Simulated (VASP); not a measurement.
# Ti5C (P6/mmm) in VASP: a series of runs, part 2 of 2

VASP 6.6.1. Earlier steps stand in the parts before.

## (3) Single point, PBE, collinear spin

This run uses another cell than the first one, of 14.51 Å³/atom.

INCAR

```
ALGO     = Normal         # electronic algorithm
EDIFF    = 1E-6           # SCF threshold, eV
ENCUT    = 520            # plane-wave cutoff, eV
GGA      = PE             # functional
ISIF     = 2              # what is computed and relaxed
ISMEAR   = 0              # smearing method
ISPIN    = 2              # spin polarisation
LASPH    = True           # aspherical terms in the spheres
LCHARG   = True           # write CHGCAR
LELF     = True           # ELF
LMAXMIX  = 4              # l up to which the mixer works
LORBIT   = 11             # projections on sites
LREAL    = False          # projectors in reciprocal space
LVHAR    = True         
LWAVE    = False          # write WAVECAR
MAGMOM   = 1 1 1 1 1 0    # initial moments
NBANDS   = 45             # bands
NELM     = 150            # most SCF steps
PREC     = Accurate       # precision mode
SIGMA    = 0.1            # smearing width, eV
```

KPOINTS

```
k-points
0
Gamma
  6 6 4
```

POSCAR

```
Ti5C
1.0
    4.5373508147      0.0000000000      0.0000000000
   -2.2686754074      3.9294610715      0.0000000000
    0.0000000000      0.0000000000      4.8840564545
Ti C
5 1
Direct
    0.3333333333      0.6666666667      0.7519127481
    0.6666666667      0.3333333333      0.7519127481
    0.6666666667      0.3333333333      0.2480872519
    0.3333333333      0.6666666667      0.2480872519
    0.0000000000      0.0000000000      0.0000000000
    0.0000000000      0.0000000000      0.5000000000
```

Potentials or basis: VASP PAW PBE potentials, release 64 (Ti_sv, C).

On the command line:

```sh
$ cat potpaw_PBE.64/Ti_sv/POTCAR potpaw_PBE.64/C/POTCAR > POTCAR
$ mpirun -np 1 vasp_std > vasp.out
```

OUTCAR:

```text
EDIFF = 1E-6
   ENCUT = 520
   GGA = PE
   ISIF = 2
   ISMEAR = 0
   ISPIN = 2
   LASPH = True
   LORBIT = 11
   LREAL = False
   NELM = 150
   PREC = Accurate

 ion  position               nearest neighbor table
   1  0.333  0.667  0.752-   4 2.42   4 2.46   2 2.62   2 2.62   2 2.62   5 2.89   5 2.89   5 2.89

   2  0.667  0.333  0.752-   3 2.42   3 2.46   1 2.62   1 2.62   1 2.62   5 2.89   5 2.89   5 2.89

   3  0.667  0.333  0.248-   2 2.42   2 2.46   4 2.62   4 2.62   4 2.62   5 2.89   5 2.89   5 2.89

   4  0.333  0.667  0.248-   1 2.42   1 2.46   3 2.62   3 2.62   3 2.62   5 2.89   5 2.89   5 2.89

   5  0.000  0.000  0.000-   6 2.44   6 2.44   3 2.89   4 2.89   1 2.89   2 2.89   2 2.89   3 2.89
                             1 2.89   4 2.89   2 2.89   3 2.89   1 2.89   4 2.89
   6  0.000  0.000  0.500-   5 2.44   5 2.44

  LATTYP: Found a hexagonal cell.
 ALAT       =     4.5373508147
 C/A-ratio  =     1.0764114687

  Lattice vectors:

 A1 = (   4.5373508147,   0.0000000000,   0.0000000000)
 A2 = (  -2.2686754074,   3.9294610715,   0.0000000000)
 A3 = (   0.0000000000,   0.0000000000,   4.8840564545)

Analysis of symmetry for initial positions (statically):
=====================================================================
 Subroutine PRICEL returns:
 Original cell was already a primitive cell.

 Routine SETGRP: Setting up the symmetry group for a
 hexagonal supercell.

 Subroutine GETGRP returns: Found 24 space group operations
 (whereof 24 operations were pure point group operations)
 out of a pool of 24 trial point group operations.

The static configuration has the point symmetry D_6h.

Analysis of symmetry for dynamics (positions and initial velocities):
=====================================================================
 Subroutine PRICEL returns:
 Original cell was already a primitive cell.

 Routine SETGRP: Setting up the symmetry group for a
 hexagonal supercell.

 Subroutine GETGRP returns: Found 24 space group operations
[... 180 lines left out ...]

 k-point     1 :       0.0000    0.0000    0.0000
  band No.  band energies     occupation
      1     -47.6645      1.00000
      2     -47.5298      1.00000
      3     -47.3945      1.00000
      4     -47.3246      1.00000
      5     -47.1349      1.00000
      6     -24.5848      1.00000
[... 976 lines left out ...]
     43      11.7880      0.00000
     44      11.7937      0.00000
 Fermi energy:         8.8389031410

 spin component 2

 k-point     1 :       0.0000    0.0000    0.0000
  band No.  band energies     occupation
      1     -47.6640      1.00000
      2     -47.5293      1.00000
      3     -47.3945      1.00000
      4     -47.3246      1.00000
      5     -47.1349      1.00000
      6     -24.5848      1.00000
[... 976 lines left out ...]
     43      11.7882      0.00000
     44      11.7937      0.00000
 [bands above 44 left out]

------------------------ aborting loop because EDIFF is reached ----------------------------------------

  FORCE on cell =-STRESS in cart. coord.  units (eV):
  Direction    XX          YY          ZZ          XY          YZ          ZX
  --------------------------------------------------------------------------------------
  -------------------------------------------------------------------------------------
  Total       -0.0005785     -0.0005785     -0.0483148      0.0000000     -0.0000000      0.0000000
  in kB       -0.0106430     -0.0106430     -0.8889456      0.0000000     -0.0000000      0.0000000
  external PRESSURE =      -0.3034105 kB  Pullay stress =       0.0000000 kB

 VOLUME and BASIS-vectors are now :
 -----------------------------------------------------------------------------
  energy-cutoff  :      520.00
  volume of cell :       87.08
      direct lattice vectors                 reciprocal lattice vectors
     4.537350815  0.000000000  0.000000000     0.220392921  0.127243912  0.000000000
    -2.268675407  3.929461072  0.000000000     0.000000000  0.254487825  0.000000000
     0.000000000  0.000000000  4.884056454     0.000000000  0.000000000  0.204747838

 POSITION                                       TOTAL-FORCE (eV/Angst)
 -----------------------------------------------------------------------------------
     -0.00000      2.61964      3.67238         0.000000      0.000000      0.008317
      2.26868      1.30982      3.67238         0.000000     -0.000000      0.008317
      2.26868      1.30982      1.21167         0.000000     -0.000000     -0.008317
     -0.00000      2.61964      1.21167        -0.000000      0.000000     -0.008317
      0.00000      0.00000      0.00000        -0.000000      0.000000      0.000000
      0.00000      0.00000      2.44203        -0.000000      0.000000      0.000000
 -----------------------------------------------------------------------------------
    total drift:                               -0.000000      0.000000      0.000000

  FREE ENERGIE OF THE ION-ELECTRON SYSTEM (eV)
  ---------------------------------------------------
  free  energy   TOTEN  =       -44.8448128202 eV

  energy  without entropy=      -44.8138731331  energy(sigma->0) =      -44.82934298

 total charge

# of ion       s       p       d       tot
------------------------------------------
    1        2.245   6.102   2.134  10.481
    2        2.245   6.102   2.134  10.481
    3        2.245   6.102   2.134  10.481
    4        2.245   6.102   2.134  10.481
    5        2.222   6.168   1.889  10.280
    6        0.862   1.213   0.000   2.075
--------------------------------------------------
tot         12.063  31.791  10.426  54.280

 magnetization (x)

# of ion       s       p       d       tot
------------------------------------------
    1       -0.000   0.000  -0.000  -0.000
    2       -0.000   0.000  -0.000  -0.000
    3       -0.000   0.000  -0.000  -0.000
    4       -0.000   0.000  -0.000  -0.000
    5        0.000   0.000   0.001   0.001
    6       -0.000  -0.000   0.000  -0.000
--------------------------------------------------
tot         -0.000  -0.000   0.001   0.001
```

OSZICAR:

```text
N       E                     dE             d eps       ncg     rms          rms(c)
DAV:   1     0.884124348140E+03    0.88412E+03   -0.30828E+04  3780   0.177E+03
DAV:   2     0.660033471725E+02   -0.81812E+03   -0.79136E+03  3780   0.553E+02
DAV:   3    -0.359965448130E+02   -0.10200E+03   -0.96840E+02  5814   0.173E+02
[... 10 lines left out ...]
DAV:  14    -0.448447790483E+02   -0.24757E-04   -0.52974E-04  5756   0.114E-01    0.297E-02
DAV:  15    -0.448447976361E+02   -0.18588E-04   -0.88379E-05  5614   0.617E-02    0.181E-02
DAV:  16    -0.448448064677E+02   -0.88315E-05   -0.30160E-05  5699   0.300E-02    0.989E-03
DAV:  17    -0.448448104492E+02   -0.39815E-05   -0.10703E-05  4998   0.183E-02    0.558E-03
DAV:  18    -0.448448122034E+02   -0.17542E-05   -0.55661E-06  4948   0.122E-02    0.249E-03
DAV:  19    -0.448448128202E+02   -0.61686E-06   -0.11511E-06  2913   0.600E-03
   1 F= -.44844813E+02 E0= -.44829343E+02  d E =-.309397E-01  mag=     0.0005
```

stdout:

```text
POSCAR found type information on POSCAR TiC
 POSCAR found :  2 types and       6 ions
 scaLAPACK will be used
 LDA part: xc-table for (Slater+PW92), standard interpolation
 POSCAR, INCAR and KPOINTS ok, starting setup
 FFT: planning ... GRIDC
 FFT: planning ... GRID_SOFT
 FFT: planning ... GRID
 WAVECAR not read
 entering main loop
```

Wall time 1.8 min (1 thread of Intel Xeon 6975P-C (Granite Rapids), shared host); peak memory 0.3 GiB.

Results:

```yaml
Free_energy: -44.8448 eV
Pressure: 0.0 GPa
Largest_force: 0.008 eV/Å
Band_gap_on_the_k_mesh: zero (filled and empty bands overlap)
Net_moment: 0.00 μB per cell
Valence_electrons_inside_the_program's_atomic_spheres: Ti 10.48, 10.28 (each value once); C 2.08
```

Forces on the atoms (eV/Å):
```
Ti   0.000  0.000  0.008
Ti   0.000  0.000  0.008
Ti   0.000  0.000 -0.008
Ti   0.000  0.000 -0.008
Ti   0.000  0.000  0.000
C    0.000  0.000  0.000
```

## (4) Relaxation of cell and atoms, PBE

This run uses another cell than the first one, of 14.51 Å³/atom.

INCAR

```
PREC = Accurate
ENCUT = 600
EDIFF = 1E-7
ISMEAR = 0
SIGMA = 0.1
LREAL = False
LASPH = True
NELM = 80
ALGO = Normal
ISIF = 3
LWAVE = False
LCHARG = False
GGA = PE
IBRION = 2
NSW = 100
EDIFFG = -0.01
```

KPOINTS

```
Automatic mesh
0
Gamma
  12 12 8
```

POSCAR is that of step 3.

On the command line:

```sh
$ cat potpaw_PBE.64/Ti_sv/POTCAR potpaw_PBE.64/C/POTCAR > POTCAR
$ mpirun -np 1 vasp_std > vasp.out
```

Wall time 27 min (1 thread of Intel Xeon 6975P-C (Granite Rapids), shared host); peak memory 0.42 GiB.

It converged, with:

```
Free energy                           : -44.8233 eV
Relaxed volume                        : 14.48 Å³/atom
Relaxed cell                          : a = 4.512 Å, b = 4.512 Å, c = 4.926 Å, α = 90.00°, β = 90.00°, γ = 120.00°
Space group after relaxing (to 0.1 Å) : P6/mmm (No. 191)
Energy gained by relaxing             : 0.7 meV/atom
Ionic steps                           : 7
Pressure after relaxing               : 0.0 GPa
Largest force after relaxing          : 0.004 eV/Å
Band gap on the k mesh                : zero (bands 32 and 33 overlap by 0.65 eV)
```

Forces in eV/Å, atoms in the order of the input:
```
Ti   0.000  0.000 -0.004
Ti   0.000  0.000 -0.004
Ti   0.000  0.000  0.004
Ti   0.000  0.000  0.004
Ti   0.000  0.000  0.000
C    0.000  0.000  0.000
```

Step by step:
```
step  energy change (eV)  largest force (eV/Å)  pressure (GPa)  volume (Å³)
   1              0.0000                0.0930            0.10        87.08
   2             -0.0029                0.0123           -0.23        87.19
   3             -0.0034                0.0349           -0.43        87.26
   4             -0.0043                0.0036            0.14        86.76
   5             -0.0043                0.0078            0.05        86.83
   6             -0.0043                0.0073            0.06        86.82
   7             -0.0043                0.0044            0.00        86.87
```

Final structure:
```
Ti C
1.0
     4.51247    0.00000    0.00000
    -2.25623    3.90791    0.00000
     0.00000    0.00000    4.92610
Ti C
5 1
Direct
  0.33333 0.66667 0.75043
  0.66667 0.33333 0.75043
  0.66667 0.33333 0.24957
  0.33333 0.66667 0.24957
  0.00000 0.00000 0.00000
  0.00000 0.00000 0.50000
```

Levels at points of the mesh, in eV from the Fermi level:
| k point | band 28 | band 29 | band 30 | band 31 | band 32 | band 33 | band 34 | band 35 | band 36 | band 37 |
| --- | --- | --- | --- | --- | --- | --- | --- | --- | --- | --- |
| (0.00, 0.00, 0.00) | -1.24 | -0.60 | -0.44 | -0.44 | -0.06 | -0.06 | 0.36 | 0.36 | 1.72 | 1.72 |
| (0.50, 0.00, 0.00) | -1.24 | -0.86 | -0.71 | -0.70 | -0.16 | -0.15 | 0.01 | 0.64 | 1.28 | 1.75 |
| (0.00, 0.00, 0.50) | -0.51 | -0.51 | -0.10 | -0.10 | -0.02 | 0.42 | 1.20 | 1.26 | 1.26 | 1.45 |
| (0.50, 0.00, 0.50) | -0.94 | -0.85 | -0.67 | 0.02 | 0.15 | 0.15 | 0.73 | 0.77 | 1.46 | 1.54 |

## (5) The runs side by side

| task | spin | cell | k mesh | cutoff (eV) | gap on the mesh (eV) | pressure (GPa) | relaxed volume (Å³/atom) | largest force (eV/Å) |
| --- | --- | --- | --- | --- | --- | --- | --- | --- |
| relaxation of cell and atoms | off | relaxed from a = 4.120, b = 4.120, c = 6.271 Å, angles 90.0, 90.0, 120.0°, 6 atoms, atomic positions A | 6 × 6 × 4 | 600 | none | -0.1 | 14.52 | 0.02 |
| single point | collinear | a = 4.537, b = 4.537, c = 4.884 Å, angles 90.0, 90.0, 120.0°, 6 atoms, atomic positions B | 6 × 6 × 4 | 520 | none | 0.0 | - | 0.01 |
| relaxation of cell and atoms | off | relaxed from a = 4.537, b = 4.537, c = 4.884 Å, angles 90.0, 90.0, 120.0°, 6 atoms, atomic positions B | 12 × 12 × 8 | 600 | none | 0.0 | 14.48 | - |

Alike in all rows: level PBE; potentials or basis VASP PAW PBE potentials, release 64 (Ti_sv, C); smearing gaussian 0.1 eV.

Caveats: a cell axis changed by over 15 % at a fixed basis, so the end point is rough (at least some runs).

Absolute energies hang on the potentials; compare differences alone.
